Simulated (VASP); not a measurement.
# KCl (Pm-3m) in VASP: further runs, part 2 of 2

VASP 6.6.1. The steps go on from the part before.

## 3. Single point, PBEsol

This run uses another cell than the first one, of 20.38 Å³/atom, 1.128 times its volume.

INCAR reads:

```
SYSTEM = KCl
ALGO = Normal
EDIFF = 1E-7
ENCUT = 520
GGA = PS
ISIF = 2
ISMEAR = -1
LASPH = .True.
LCHARG = .False.
LREAL = .False.
LWAVE = .False.
NBANDS = 15
NELM = 100
PREC = Accurate
SIGMA = 0.05
```

KPOINTS reads:

```
k-points
0
Gamma
  7 7 7
  0 0 0
```

POSCAR reads:

```
KCl
1.0
    3.4416237823      0.0000000000      0.0000000000
    0.0000000000      3.4416237823      0.0000000000
    0.0000000000      0.0000000000      3.4416237823
K Cl
1 1
Direct
    0.0000000000      0.0000000000      0.0000000000
    0.5000000000      0.5000000000      0.5000000000
```

Potentials or basis: VASP PAW PBE potentials, release 64 (K_sv, Cl).

Run with:

```
$ cat potpaw_PBE.64/K_sv/POTCAR potpaw_PBE.64/Cl/POTCAR > POTCAR
$ mpirun -np 1 vasp_std > vasp.out
```

OUTCAR:

```text
SYSTEM = KCl
   EDIFF = 1E-7
   ENCUT = 520
   GGA = PS
   ISIF = 2
   ISMEAR = -1
   LASPH = .True.
   LREAL = .False.
   NELM = 100
   PREC = Accurate

 ion  position               nearest neighbor table
   1  0.000  0.000  0.000-   2 2.98   2 2.98   2 2.98   2 2.98   2 2.98   2 2.98   2 2.98   2 2.98

   2  0.500  0.500  0.500-   1 2.98   1 2.98   1 2.98   1 2.98   1 2.98   1 2.98   1 2.98   1 2.98

  LATTYP: Found a simple cubic cell.
 ALAT       =     3.4416237823

  Lattice vectors:

 A1 = (   3.4416237823,   0.0000000000,   0.0000000000)
 A2 = (   0.0000000000,   3.4416237823,   0.0000000000)
 A3 = (   0.0000000000,   0.0000000000,   3.4416237823)

Analysis of symmetry for initial positions (statically):
=====================================================================
 Subroutine PRICEL returns:
 Original cell was already a primitive cell.

 Routine SETGRP: Setting up the symmetry group for a
 simple cubic supercell.

 Subroutine GETGRP returns: Found 48 space group operations
 (whereof 48 operations were pure point group operations)
 out of a pool of 48 trial point group operations.

The static configuration has the point symmetry O_h .

Analysis of symmetry for dynamics (positions and initial velocities):
=====================================================================
 Subroutine PRICEL returns:
 Original cell was already a primitive cell.

 Routine SETGRP: Setting up the symmetry group for a
 simple cubic supercell.

 Subroutine GETGRP returns: Found 48 space group operations
 (whereof 48 operations were pure point group operations)
 out of a pool of 48 trial point group operations.

The dynamic configuration has the point symmetry O_h .

 Subroutine INISYM returns: Found 48 space group operations
 (whereof 48 operations are pure point group operations),
 and found     1 'primitive' translations

----------------------------------------------------------------------------------------

                                     Primitive cell

  volume of cell :      40.7653

  direct lattice vectors                    reciprocal lattice vectors
     3.441623782  0.000000000  0.000000000     0.290560521  0.000000000  0.000000000
     0.000000000  3.441623782  0.000000000     0.000000000  0.290560521  0.000000000
     0.000000000  0.000000000  3.441623782     0.000000000  0.000000000  0.290560521

  length of vectors
     3.441623782  3.441623782  3.441623782     0.290560521  0.290560521  0.290560521

  position of ions in fractional coordinates (direct lattice)
     0.000000000  0.000000000  0.000000000
     0.500000000  0.500000000  0.500000000

  ion indices of the primitive-cell ions
   primitive index   ion index
                 1           1
                 2           2

----------------------------------------------------------------------------------------

 KPOINTS: k-points

Automatic generation of k-mesh.
 Grid dimensions read from file:
 generate k-points for:    7    7    7

 Generating k-lattice:

  Cartesian coordinates                     Fractional coordinates (reciprocal lattice)
[... 21 lines left out ...]
  0.142857  0.142857  0.000000     12.000000
  0.285714  0.142857  0.000000     24.000000
[... 12 lines left out ...]
  0.428571  0.428571  0.285714     24.000000
  0.428571  0.428571  0.428571      8.000000
   k-points           NKPTS =     20   k-points in BZ     NKDIM =     20   number of bands    NBANDS=     15
   number of dos      NEDOS =    301   number of ions     NIONS =      2
   total plane-waves  NPLWV =  21952
   dimension x,y,z NGX =    28 NGY =   28 NGZ =   28
   dimension x,y,z NGXF=    56 NGYF=   56 NGZF=   56
   ions per type =               1   1
   NGX,Y,Z   is equivalent  to a cutoff of  13.53, 13.53, 13.53 a.u.
   NGXF,Y,Z  is equivalent  to a cutoff of  27.05, 27.05, 27.05 a.u.
 SYSTEM =  KCl
   PREC   = accura    normal or accurate (medium, high low for compatibility)
   ISTART =      0    job   : 0-new  1-cont  2-samecut
   ICHARG =      2    charge: 1-file 2-atom 10-const
   ISPIN  =      1    spin polarized calculation?
   LNONCOLLINEAR =      F non collinear calculations
   LSORBIT =      F    spin-orbit coupling
   LASPH  =      T    aspherical Exc in radial PAW
   ENCUT  =  520.0 eV  38.22 Ry    6.18 a.u.   6.40  6.40  6.40*2*pi/ulx,y,z
   NELM   =    100;   NELMIN=  2; NELMDL= -5     # of ELM steps
   EDIFF  = 0.1E-06   stopping-criterion for ELM
   LREAL  =      F    real-space projection
   EDIFFG = 0.1E-05   stopping-criterion for IOM
   NSW    =      0    number of steps for IOM
   IBRION =     -1    ionic relax: 0-MD 1-quasi-New 2-CG
   NFREE  =      0    steps in history (QN), initial steepest desc. (CG)
   ISIF   =      2    stress and relaxation
   ISYM   =      2    0-nonsym 1-usesym 2-fastsym
   POTIM  = 0.5000    time-step for ionic-motion
   TEBEG  =    0.0;   TEEND  =   0.0 temperature during run
   PSTRESS=    0.0 pullay stress
   NELECT =      16.0000    total number of electrons
   NUPDOWN=      -1.0000    fix difference up-down
   EMIN   =  10.00;   EMAX   =-10.00  energy-range for DOS
   EFERMI =   0.00;   METHOD = LEGACY
   ISMEAR =    -1;   SIGMA  =   0.05  broadening in eV -4-tet -1-fermi 0-gaus
   EFERMI_NEDOS =   21; number of points for ismear=-14 and -15
   IALGO  =     38    algorithm
   IMIX   =      4    mixing-type and parameters
     AMIX     =   0.40;   BMIX     =  1.00
     AMIX_MAG =   1.60;   BMIX_MAG =  1.00
  volume/ion in A,a.u.               =      20.38       137.55
  Fermi-wavevector in a.u.,A,eV,Ry     =   1.198629  2.265080 19.547645  1.436711
  Thomas-Fermi vector in A             =   2.334513
   LORBIT       =      0    0 simple, 1 ext, 2 COOP (PROOUT), +10 PAW based schemes
   GGA     = PS    functional components
   LHFCALC =     F    Hartree Fock is set to
   AEXX    =    0.0000 exact exchange contribution
   IVDW    =     0    specifies the selected vdW correction
   LEPSILON=     F    determine dielectric tensor
   LRPA    =     F    only Hartree local field effects (RPA)
 non-spin polarized calculation
  energy-cutoff  :      520.00
  volume of cell :       40.77
 maximum number of plane-waves:      1110
 NGX is ok and might be reduce to    28
   NGX = 13   NGY = 13   NGZ = 13

 number of electron      15.9999998 magnetization

 Free energy of the ion-electron system (eV)
  ---------------------------------------------------
  ext. energy  EPLUGINS =         0.00000000
  ---------------------------------------------------
  free energy    TOTEN  =        -6.62203208 eV

  energy without entropy =       -6.62203208  energy(sigma->0) =       -6.62203208

 E-fermi :   2.1310     XC(G=0):  -9.8256

 val. band max:        1.0567670229   @ k =   0.4286   0.4286   0.0000
 cond. band min:       6.9352900340   @ k =   0.0000   0.0000   0.0000
 fundamental gap:      5.8785230110
 Fermi energy:         2.1310297402

 k-point     1 :       0.0000    0.0000    0.0000
  band No.  band energies     occupation
      1     -26.4425      2.00000
      2     -12.2456      2.00000
      3      -9.7847      2.00000
      4      -9.7847      2.00000
      5      -9.7847      2.00000
      6       0.8550      2.00000
      7       0.8550      2.00000
      8       0.8550      2.00000
      9       6.9353      0.00000
     10       6.9353      0.00000
     11       7.4556      0.00000
     12      12.4646      0.00000
     13      12.4646      0.00000
     14      12.4646      0.00000
[... 329 lines left out ...]
      2     -11.4104      2.00000
      3     -10.1994      2.00000
      4     -10.1944      2.00000
      5     -10.1944      2.00000
      6      -1.1546      2.00000
      7      -1.1546      2.00000
      8      -1.0264      2.00000
      9      10.1679      0.00000
     10      10.6074      0.00000
     11      10.6074      0.00000
     12      12.5392      0.00000
     13      12.5392      0.00000
     14      12.6078      0.00000
     15      15.1491      0.00000

------------------------ aborting loop because EDIFF is reached ----------------------------------------

  FORCE on cell =-STRESS in cart. coord.  units (eV):
  Direction    XX          YY          ZZ          XY          YZ          ZX
  --------------------------------------------------------------------------------------
  -------------------------------------------------------------------------------------
  Total        2.6095543      2.6095543      2.6095543     -0.0000000      0.0000000      0.0000000
  in kB      102.5620605    102.5620605    102.5620605     -0.0000000      0.0000000      0.0000000
  external PRESSURE =     102.5620605 kB  Pullay stress =       0.0000000 kB

 VOLUME and BASIS-vectors are now :
 -----------------------------------------------------------------------------
  energy-cutoff  :      520.00
  volume of cell :       40.77
      direct lattice vectors                 reciprocal lattice vectors
     3.441623782  0.000000000  0.000000000     0.290560521  0.000000000  0.000000000
     0.000000000  3.441623782  0.000000000     0.000000000  0.290560521  0.000000000
     0.000000000  0.000000000  3.441623782     0.000000000  0.000000000  0.290560521

 POSITION                                       TOTAL-FORCE (eV/Angst)
 -----------------------------------------------------------------------------------
      0.00000      0.00000      0.00000         0.000000      0.000000      0.000000
      1.72081      1.72081      1.72081         0.000000      0.000000      0.000000
 -----------------------------------------------------------------------------------
    total drift:                               -0.000000      0.000000      0.000000

  FREE ENERGIE OF THE ION-ELECTRON SYSTEM (eV)
  ---------------------------------------------------
  free  energy   TOTEN  =        -6.6220320814 eV

  energy  without entropy=       -6.6220320813  energy(sigma->0) =       -6.62203208
```

OSZICAR:

```text
N       E                     dE             d eps       ncg     rms          rms(c)
DAV:   1     0.105121419800E+03    0.10512E+03   -0.77412E+03   600   0.102E+03
DAV:   2    -0.146683284244E+01   -0.10659E+03   -0.97351E+02   790   0.255E+02
DAV:   3    -0.670296004657E+01   -0.52361E+01   -0.52067E+01   832   0.492E+01
DAV:   4    -0.686378117930E+01   -0.16082E+00   -0.16081E+00   849   0.829E+00
DAV:   5    -0.686496371149E+01   -0.11825E-02   -0.11825E-02   833   0.749E-01    0.522E+00
DAV:   6    -0.664911955049E+01    0.21584E+00   -0.20642E-01   733   0.370E+00    0.424E+00
DAV:   7    -0.662129311475E+01    0.27826E-01   -0.82585E-02   775   0.228E+00    0.221E+00
DAV:   8    -0.662205657517E+01   -0.76346E-03   -0.17303E-02   729   0.111E+00    0.298E-01
DAV:   9    -0.662195057318E+01    0.10600E-03   -0.42409E-04   817   0.153E-01    0.105E-01
DAV:  10    -0.662203889835E+01   -0.88325E-04   -0.17927E-04   698   0.924E-02    0.645E-02
DAV:  11    -0.662203233219E+01    0.65662E-05   -0.15746E-05   740   0.283E-02    0.728E-03
DAV:  12    -0.662203201679E+01    0.31540E-06   -0.16398E-06   698   0.104E-02    0.255E-03
DAV:  13    -0.662203208135E+01   -0.64563E-07   -0.53192E-08   602   0.218E-03
   1 F= -.66220321E+01 E0= -.66220321E+01  d E =-.439888E-10
```

It took 5.9 s on 1 thread of Intel Xeon 6975P-C (Granite Rapids), shared host; peak memory 0.15 GiB.

What came out:

```yaml
Free_energy: -6.6220 eV
Pressure: 10.3 GPa
Band_gap_on_the_k_mesh: 5.88 eV, indirect (least direct gap 6.08 eV)
```

Caveat: the PAW data sets were made with another functional, which shifts forces and pressure a little.

## 4. Single point, PBEsol

This run uses another cell than the first one, of 22.36 Å³/atom, 1.238 times its volume.

INCAR reads:

```
ALGO = Normal
EDIFF = 1E-6
ENCUT = 520
GGA = PS
ISIF = 2
ISMEAR = -1
LASPH = T
LCHARG = T
LELF = T
LREAL = F
LVHAR = T
LWAVE = F
NBANDS = 15
NELM = 100
PREC = Accurate
SIGMA = 0.05
```

KPOINTS reads:

```
k-points
0
Gamma
  7 7 7
```

POSCAR reads:

```
KCl
1.0
    3.5494756956      0.0000000000      0.0000000000
    0.0000000000      3.5494756956      0.0000000000
    0.0000000000      0.0000000000      3.5494756956
K Cl
1 1
Direct
    0.0000000000      0.0000000000      0.0000000000
    0.5000000000      0.5000000000      0.5000000000
```

Potentials or basis: VASP PAW PBE potentials, release 64 (K_sv, Cl).

Run with:

```
$ cat potpaw_PBE.64/K_sv/POTCAR potpaw_PBE.64/Cl/POTCAR > POTCAR
$ mpirun -np 1 vasp_std > vasp.out
```

OUTCAR:

```text
EDIFF = 1E-6
   ENCUT = 520
   GGA = PS
   ISIF = 2
   ISMEAR = -1
   LASPH = T
   LREAL = F
   NELM = 100
   PREC = Accurate

 ion  position               nearest neighbor table
   1  0.000  0.000  0.000-   2 3.07   2 3.07   2 3.07   2 3.07   2 3.07   2 3.07   2 3.07   2 3.07

   2  0.500  0.500  0.500-   1 3.07   1 3.07   1 3.07   1 3.07   1 3.07   1 3.07   1 3.07   1 3.07

  LATTYP: Found a simple cubic cell.
 ALAT       =     3.5494756956
[... 541 lines left out ...]
     15      14.0180      0.00000

------------------------ aborting loop because EDIFF is reached ----------------------------------------

  FORCE on cell =-STRESS in cart. coord.  units (eV):
  Direction    XX          YY          ZZ          XY          YZ          ZX
  --------------------------------------------------------------------------------------
  -------------------------------------------------------------------------------------
  Total        1.4336765      1.4336765      1.4336765     -0.0000000      0.0000000      0.0000000
  in kB       51.3652177     51.3652177     51.3652177     -0.0000000      0.0000000      0.0000000
  external PRESSURE =      51.3652177 kB  Pullay stress =       0.0000000 kB

 VOLUME and BASIS-vectors are now :
 -----------------------------------------------------------------------------
  energy-cutoff  :      520.00
  volume of cell :       44.72
      direct lattice vectors                 reciprocal lattice vectors
     3.549475696  0.000000000  0.000000000     0.281731750  0.000000000  0.000000000
     0.000000000  3.549475696  0.000000000     0.000000000  0.281731750  0.000000000
     0.000000000  0.000000000  3.549475696     0.000000000  0.000000000  0.281731750

 POSITION                                       TOTAL-FORCE (eV/Angst)
 -----------------------------------------------------------------------------------
      0.00000      0.00000      0.00000         0.000000      0.000000      0.000000
      1.77474      1.77474      1.77474         0.000000      0.000000      0.000000
 -----------------------------------------------------------------------------------
    total drift:                               -0.000000      0.000000      0.000000

  FREE ENERGIE OF THE ION-ELECTRON SYSTEM (eV)
  ---------------------------------------------------
  free  energy   TOTEN  =        -6.8084659892 eV

  energy  without entropy=       -6.8084659892  energy(sigma->0) =       -6.80846599
```

stdout:

```text
POSCAR found type information on POSCAR K Cl
 POSCAR found :  2 types and       2 ions
 scaLAPACK will be used
 -----------------------------------------------------------------------------
|                                                                             |
|                                                                             |
|     You enforced a specific xc type in the INCAR file but a different       |
|     I HOPE YOU KNOW WHAT YOU ARE DOING!                                     |
|                                                                             |
 -----------------------------------------------------------------------------

 LDA part: xc-table for (Slater+PW92), standard interpolation
 POSCAR, INCAR and KPOINTS ok, starting setup
 FFT: planning ... GRIDC
 FFT: planning ... GRID_SOFT
 FFT: planning ... GRID
 WAVECAR not read
 entering main loop
```

Wall time 6 s (1 thread of Intel Xeon 6975P-C (Granite Rapids), shared host); peak memory 0.16 GiB.

What came out:

```
Free energy            : -6.8085 eV
Pressure               : 5.1 GPa
Band gap on the k mesh : 5.79 eV, indirect (least direct gap 6.00 eV)
```

Levels at points of the mesh, in eV from the valence-band top:
```tsv
k point	band 5	band 6	band 7	band 8	band 9	band 10	band 11	band 12
(0.00, 0.00, 0.00)	-10.94	-0.21	-0.21	-0.21	5.79	6.11	6.11	11.22
```

Caveat: the PAW data sets were made with another functional, which shifts forces and pressure a little. Expect the measured gap to be larger: semilocal functionals such as PBEsol lack the derivative discontinuity.

## 5. The runs side by side

| cell | gap on the mesh (eV) | pressure (GPa) |
| --- | --- | --- |
| a = 3.306 Å, 2 atoms | 5.49 | 20.5 |
| a = 3.442 Å, 2 atoms | 5.88 | 10.3 |
| a = 3.549 Å, 2 atoms | 5.79 | 5.1 |

Alike in all rows: task single point; level PBEsol; potentials or basis VASP PAW PBE potentials, release 64 (K_sv, Cl); no spin polarisation; k mesh 7 × 7 × 7; cutoff (eV) 520; smearing fermi-dirac 0.05 eV.

Caveats: the PAW data sets were made with another functional, which shifts forces and pressure a little.

Total energies depend on the potentials used, so only differences within one code and one set of settings carry meaning.
